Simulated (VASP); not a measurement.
# Rb (I4/mmm) in VASP: single point with PBE

Aim: the single point of Rb with PBE.

Everything below comes from runs of VASP 6.6.1. Logs are shortened: lines on timing, memory, paths and dates and some standing lists are left out, and cuts for length are marked.

### 1 The cell of the first run

Symmetry: I4/mmm, No. 139, tetragonal system. The conventional cell has a = 5.642 Å, b = 5.642 Å, c = 5.784 Å, α = 90.00°, β = 90.00°, γ = 90.00°.

### 2 Single point, PBE (uniaxial strain along c: +2.0 %)

INCAR

```
PREC = Accurate ; ENCUT = 520
EDIFF = 1E-6 ; ISMEAR = 0
SIGMA = 0.1 ; LREAL = False
LASPH = True ; NELM = 60
ALGO = Fast ; ISIF = 2
LWAVE = False ; LCHARG = True
GGA = PE ; LELF = True
LVHAR = True ; NBANDS = 16
```

KPOINTS

```
Automatic mesh
0
Gamma
  10 10 10
```

POSCAR

```
Rb
1.0
    5.6422082720      0.0000000000      0.0000000000
    0.0000000000      5.6422082720      0.0000000000
    0.0000000000      0.0000000000      5.7839722990
Rb
2
Direct
    0.0000000000      0.0000000000      0.0000000000
    0.5000000000      0.5000000000      0.5000000000
```

Potentials or basis: VASP PAW PBE potentials, release 64 (Rb_sv).

Started as:

```bash
cat potpaw_PBE.64/Rb_sv/POTCAR > POTCAR
mpirun -np 1 vasp_std > vasp.out
```

OUTCAR:

```text
PREC = Accurate
   ENCUT = 520
   EDIFF = 1E-6
   ISMEAR = 0
   LREAL = False
   LASPH = True
   NELM = 60
   ISIF = 2
   GGA = PE

 ion  position               nearest neighbor table
   1  0.000  0.000  0.000-   2 4.93   2 4.93   2 4.93   2 4.93   2 4.93   2 4.93   2 4.93   2 4.93

   2  0.500  0.500  0.500-   1 4.93   1 4.93   1 4.93   1 4.93   1 4.93   1 4.93   1 4.93   1 4.93

  LATTYP: Found a simple tetragonal cell.
 ALAT       =     5.6422082720
 C/A-ratio  =     1.0251256282

  Lattice vectors:

 A1 = (   5.6422082720,   0.0000000000,   0.0000000000)
 A2 = (   0.0000000000,   5.6422082720,   0.0000000000)
 A3 = (   0.0000000000,   0.0000000000,   5.7839722990)

Analysis of symmetry for initial positions (statically):
=====================================================================
 Subroutine PRICEL returns following result:

  LATTYP: Found a body centered tetragonal cell.
 ALAT       =     5.6422082720
 C/A-ratio  =     1.0251256282

  Lattice vectors:

 A1 = (  -2.8211041360,  -2.8211041360,  -2.8919861495)
 A2 = (   2.8211041360,   2.8211041360,  -2.8919861495)
 A3 = (   2.8211041360,  -2.8211041360,   2.8919861495)

   2 primitive cells build up your supercell.

 Routine SETGRP: Setting up the symmetry group for a
 simple tetragonal supercell.

 Subroutine GETGRP returns: Found 16 space group operations
 (whereof 16 operations were pure point group operations)
 out of a pool of 16 trial point group operations.

The static configuration has the point symmetry D_4h.

Analysis of symmetry for dynamics (positions and initial velocities):
=====================================================================
 Subroutine PRICEL returns following result:

  LATTYP: Found a body centered tetragonal cell.
 ALAT       =     5.6422082720
 C/A-ratio  =     1.0251256282

  Lattice vectors:

 A1 = (  -2.8211041360,  -2.8211041360,  -2.8919861495)
 A2 = (   2.8211041360,   2.8211041360,  -2.8919861495)
 A3 = (   2.8211041360,  -2.8211041360,   2.8919861495)

   2 primitive cells build up your supercell.

 Routine SETGRP: Setting up the symmetry group for a
 simple tetragonal supercell.

 Subroutine GETGRP returns: Found 16 space group operations
 (whereof 16 operations were pure point group operations)
 out of a pool of 16 trial point group operations.

The dynamic configuration has the point symmetry D_4h.

 Subroutine INISYM returns: Found 16 space group operations
 (whereof 16 operations are pure point group operations),
 and found     2 'primitive' translations

----------------------------------------------------------------------------------------

                                     Primitive cell

  volume of cell :      92.0650

  direct lattice vectors                    reciprocal lattice vectors
    -2.821104136 -2.821104136 -2.891986150     0.000000000 -0.177235570 -0.172891561
     2.821104136  2.821104136 -2.891986149     0.177235570  0.000000000 -0.172891561
     2.821104136 -2.821104136  2.891986150     0.177235570 -0.177235570  0.000000000

  length of vectors
     4.927559333  4.927559333  4.927559333     0.247596323  0.247596323  0.250648947

  position of ions in fractional coordinates (direct lattice)
     0.000000000  0.000000000  0.000000000

  ion indices of the primitive-cell ions
   primitive index   ion index
                 1           1

----------------------------------------------------------------------------------------

 KPOINTS: Automatic mesh

Automatic generation of k-mesh.
 Grid dimensions read from file:
 generate k-points for:   10   10   10

 Generating k-lattice:

  Cartesian coordinates                     Fractional coordinates (reciprocal lattice)
     0.017723557  0.000000000  0.000000000     0.100000000  0.000000000  0.000000000
     0.000000000  0.017723557  0.000000000     0.000000000  0.100000000  0.000000000
     0.000000000  0.000000000  0.017289156     0.000000000  0.000000000  0.100000000

  Length of vectors
     0.017723557  0.017723557  0.017289156

  Shift w.r.t. Gamma in fractional coordinates (k-lattice)
     0.000000000  0.000000000  0.000000000

 Subroutine IBZKPT returns following result:
 ===========================================

 Found    126 irreducible k-points:

 Following reciprocal coordinates:
            Coordinates               Weight
  0.000000  0.000000  0.000000      1.000000
  0.100000  0.000000  0.000000      4.000000
  0.200000  0.000000  0.000000      4.000000
  0.300000  0.000000  0.000000      4.000000
  0.400000  0.000000  0.000000      4.000000
  0.500000  0.000000  0.000000      2.000000
[... 16 lines left out ...]
  0.100000  0.000000  0.100000      8.000000
  0.200000  0.000000  0.100000      8.000000
 [... further k-points ...]
   k-points           NKPTS =    126   k-points in BZ     NKDIM =    126   number of bands    NBANDS=     16
   number of dos      NEDOS =    301   number of ions     NIONS =      2
   total plane-waves  NPLWV =  84672
   dimension x,y,z NGX =    42 NGY =   42 NGZ =   48
   dimension x,y,z NGXF=    84 NGYF=   84 NGZF=   96
   ions per type =               2
   NGX,Y,Z   is equivalent  to a cutoff of  12.38, 12.38, 13.80 a.u.
   NGXF,Y,Z  is equivalent  to a cutoff of  24.75, 24.75, 27.59 a.u.
 SYSTEM =  unknown system
   PREC   = accura    normal or accurate (medium, high low for compatibility)
   ISTART =      0    job   : 0-new  1-cont  2-samecut
   ICHARG =      2    charge: 1-file 2-atom 10-const
   ISPIN  =      1    spin polarized calculation?
   LNONCOLLINEAR =      F non collinear calculations
   LSORBIT =      F    spin-orbit coupling
   LASPH  =      T    aspherical Exc in radial PAW
   ENCUT  =  520.0 eV  38.22 Ry    6.18 a.u.  10.49 10.49 10.75*2*pi/ulx,y,z
   NELM   =     60;   NELMIN=  2; NELMDL= -5     # of ELM steps
   EDIFF  = 0.1E-05   stopping-criterion for ELM
   LREAL  =      F    real-space projection
[... 7 lines left out ...]
   TEBEG  =    0.0;   TEEND  =   0.0 temperature during run
   PSTRESS=    0.0 pullay stress
   NELECT =      18.0000    total number of electrons
   NUPDOWN=      -1.0000    fix difference up-down
   EMIN   =  10.00;   EMAX   =-10.00  energy-range for DOS
   EFERMI =   0.00;   METHOD = LEGACY
   ISMEAR =     0;   SIGMA  =   0.10  broadening in eV -4-tet -1-fermi 0-gaus
   EFERMI_NEDOS =   21; number of points for ismear=-14 and -15
   IALGO  =     68    algorithm
   IMIX   =      4    mixing-type and parameters
     AMIX     =   0.40;   BMIX     =  1.00
     AMIX_MAG =   1.60;   BMIX_MAG =  1.00
  volume/ion in A,a.u.               =      92.06       621.29
  Fermi-wavevector in a.u.,A,eV,Ry     =   0.754150  1.425136  7.738200  0.568742
  Thomas-Fermi vector in A             =   1.851751
   LORBIT       =      0    0 simple, 1 ext, 2 COOP (PROOUT), +10 PAW based schemes
   GGA     = PE    functional components
   LHFCALC =     F    Hartree Fock is set to
   AEXX    =    0.0000 exact exchange contribution
   IVDW    =     0    specifies the selected vdW correction
   LEPSILON=     F    determine dielectric tensor
   LRPA    =     F    only Hartree local field effects (RPA)
 non-spin polarized calculation
 RMM-DIIS sequential band-by-band and
 Gauss-broadening in eV      SIGMA  =   0.10
  energy-cutoff  :      520.00
  volume of cell :      184.13
 maximum number of plane-waves:      4998
 NGX is ok and might be reduce to    42
   NGX = 21   NGY = 21   NGZ = 21

 number of electron      18.0000000 magnetization

 Free energy of the ion-electron system (eV)
  ---------------------------------------------------
  ext. energy  EPLUGINS =         0.00000000
  ---------------------------------------------------
  free energy    TOTEN  =        -1.87577468 eV

  energy without entropy =       -1.86637350  energy(sigma->0) =       -1.87107409

 E-fermi :  -0.0014     XC(G=0):  -5.4385

 val. band max:       -0.0096075676   @ k =   0.5000   0.2000   0.3000
 cond. band min:       0.0015518670   @ k =   0.5000   0.3000   0.2000
 fundamental gap:      0.0111594346
 Fermi energy:        -0.0013954612

 k-point     1 :       0.0000    0.0000    0.0000
  band No.  band energies     occupation
      1     -28.9230      2.00000
      2     -28.9159      2.00000
      3     -13.0352      2.00000
      4     -13.0307      2.00000
      5     -13.0307      2.00000
      6     -12.9664      2.00000
[... 8 lines left out ...]
     15       3.6153      0.00000
     16       3.6262      0.00000

 k-point     2 :       0.1000    0.0000    0.0000
  band No.  band energies     occupation
      1     -28.9228      2.00000
      2     -28.9161      2.00000
      3     -13.0334      2.00000
      4     -13.0307      2.00000
      5     -13.0290      2.00000
      6     -12.9695      2.00000
[... 8 lines left out ...]
     15       3.5416      0.00000
     16       3.6558      0.00000

 k-point     3 :       0.2000    0.0000    0.0000
  band No.  band energies     occupation
      1     -28.9223      2.00000
      2     -28.9165      2.00000
      3     -13.0301      2.00000
      4     -13.0282      2.00000
      5     -13.0242      2.00000
      6     -12.9782      2.00000
[... 8 lines left out ...]
     15       3.3635      0.00000
     16       3.4933      0.00000

 k-point     4 :       0.3000    0.0000    0.0000
  band No.  band energies     occupation
      1     -28.9214      2.00000
      2     -28.9173      2.00000
      3     -13.0279      2.00000
      4     -13.0203      2.00000
      5     -13.0167      2.00000
      6     -12.9903      2.00000
[... 8 lines left out ...]
     15       3.2935      0.00000
     16       3.3055      0.00000

 k-point     5 :       0.4000    0.0000    0.0000
  band No.  band energies     occupation
      1     -28.9204      2.00000
      2     -28.9182      2.00000
      3     -13.0230      2.00000
      4     -13.0104      2.00000
      5     -13.0075      2.00000
      6     -13.0032      2.00000
[... 8 lines left out ...]
     15       3.0542      0.00000
     16       3.1582      0.00000

 k-point     6 :       0.5000    0.0000    0.0000
  band No.  band energies     occupation
      1     -28.9193      2.00000
      2     -28.9193      2.00000
      3     -13.0146      2.00000
      4     -13.0146      2.00000
      5     -12.9996      2.00000
      6     -12.9996      2.00000
[... 8 lines left out ...]
     15       3.0721      0.00000
     16       3.0721      0.00000

 k-point     7 :       0.1000    0.1000    0.0000
  band No.  band energies     occupation
      1     -28.9226      2.00000
      2     -28.9162      2.00000
      3     -13.0333      2.00000
      4     -13.0317      2.00000
      5     -13.0248      2.00000
      6     -12.9753      2.00000
[... 8 lines left out ...]
     15       3.4903      0.00000
     16       3.5348      0.00000

 k-point     8 :       0.2000    0.1000    0.0000
  band No.  band energies     occupation
      1     -28.9221      2.00000
      2     -28.9167      2.00000
      3     -13.0349      2.00000
      4     -13.0268      2.00000
      5     -13.0182      2.00000
      6     -12.9858      2.00000
[... 8 lines left out ...]
     15       3.2709      0.00000
     16       3.6116      0.00000

 k-point     9 :       0.3000    0.1000    0.0000
  band No.  band energies     occupation
      1     -28.9213      2.00000
      2     -28.9173      2.00000
      3     -13.0342      2.00000
      4     -13.0192      2.00000
      5     -13.0099      2.00000
      6     -12.9986      2.00000
[... 8 lines left out ...]
     15       3.0904      0.00000
     16       3.7134      0.00000
[... 172 lines left out ...]
 k-point    19 :       0.4000    0.4000    0.0000
  band No.  band energies     occupation
      1     -28.9194      2.00000
      2     -28.9187      2.00000
      3     -13.0551      2.00000
      4     -13.0491      2.00000
      5     -13.0018      2.00000
      6     -12.9952      2.00000
[... 8 lines left out ...]
     15       3.5903      0.00000
     16       4.4023      0.00000

 k-point    20 :       0.5000    0.4000    0.0000
  band No.  band energies     occupation
      1     -28.9190      2.00000
      2     -28.9190      2.00000
      3     -13.0548      2.00000
      4     -13.0548      2.00000
      5     -12.9984      2.00000
      6     -12.9984      2.00000
[... 8 lines left out ...]
     15       4.0358      0.00000
     16       4.0358      0.00000

 k-point    21 :       0.5000    0.5000    0.0000
  band No.  band energies     occupation
      1     -28.9190      2.00000
      2     -28.9190      2.00000
      3     -13.0576      2.00000
      4     -13.0576      2.00000
      5     -12.9983      2.00000
      6     -12.9983      2.00000
[... 8 lines left out ...]
     15       4.2684      0.00000
     16       4.2685      0.00000

 k-point    22 :       0.0000    0.0000    0.1000
  band No.  band energies     occupation
      1     -28.9228      2.00000
      2     -28.9161      2.00000
      3     -13.0347      2.00000
      4     -13.0291      2.00000
      5     -13.0291      2.00000
      6     -12.9692      2.00000
[... 8 lines left out ...]
     15       3.5567      0.00000
     16       3.5617      0.00000

 k-point    23 :       0.1000    0.0000    0.1000
  band No.  band energies     occupation
      1     -28.9227      2.00000
      2     -28.9162      2.00000
      3     -13.0358      2.00000
      4     -13.0275      2.00000
      5     -13.0263      2.00000
      6     -12.9753      2.00000
[... 8 lines left out ...]
     15       3.4289      0.00000
     16       3.5097      0.00000

 k-point    24 :       0.2000    0.0000    0.1000
  band No.  band energies     occupation
      1     -28.9221      2.00000
      2     -28.9167      2.00000
      3     -13.0367      2.00000
      4     -13.0228      2.00000
      5     -13.0201      2.00000
      6     -12.9860      2.00000
[... 8 lines left out ...]
     15       3.3745      0.00000
     16       3.4800      0.00000

 [... further k-points ...]
[... 5 lines left out ...]
  --------------------------------------------------------------------------------------
  -------------------------------------------------------------------------------------
  Total       -0.0382804     -0.0382804     -0.0303123      0.0000000      0.0000000     -0.0000000
  in kB       -0.3330904     -0.3330904     -0.2637577      0.0000000      0.0000000     -0.0000000
  external PRESSURE =      -0.3099795 kB  Pullay stress =       0.0000000 kB

 VOLUME and BASIS-vectors are now :
 -----------------------------------------------------------------------------
  energy-cutoff  :      520.00
  volume of cell :      184.13
      direct lattice vectors                 reciprocal lattice vectors
     5.642208272  0.000000000  0.000000000     0.177235570  0.000000000  0.000000000
     0.000000000  5.642208272  0.000000000     0.000000000  0.177235570  0.000000000
     0.000000000  0.000000000  5.783972299     0.000000000  0.000000000  0.172891561

 POSITION                                       TOTAL-FORCE (eV/Angst)
 -----------------------------------------------------------------------------------
      0.00000      0.00000      0.00000         0.000000     -0.000000      0.000000
      2.82110      2.82110      2.89199        -0.000000      0.000000     -0.000000
 -----------------------------------------------------------------------------------
    total drift:                                0.000000     -0.000000     -0.000000

  FREE ENERGIE OF THE ION-ELECTRON SYSTEM (eV)
  ---------------------------------------------------
  free  energy   TOTEN  =        -1.8757746770 eV

  energy  without entropy=       -1.8663734967  energy(sigma->0) =       -1.87107409
```

Run time: 3.7 min. Hardware: 1 thread of Intel Xeon Platinum 8488C (Sapphire Rapids), shared host; peak memory 0.46 GiB.

What came out:

```
Free energy            : -1.8758 eV
Pressure               : 0.0 GPa
Band gap on the k mesh : zero (bands 9 and 10 overlap by 1.92 eV)
```

Caveat: the cell differs from its parent crystal (uniaxial strain along c: +2.0 %).
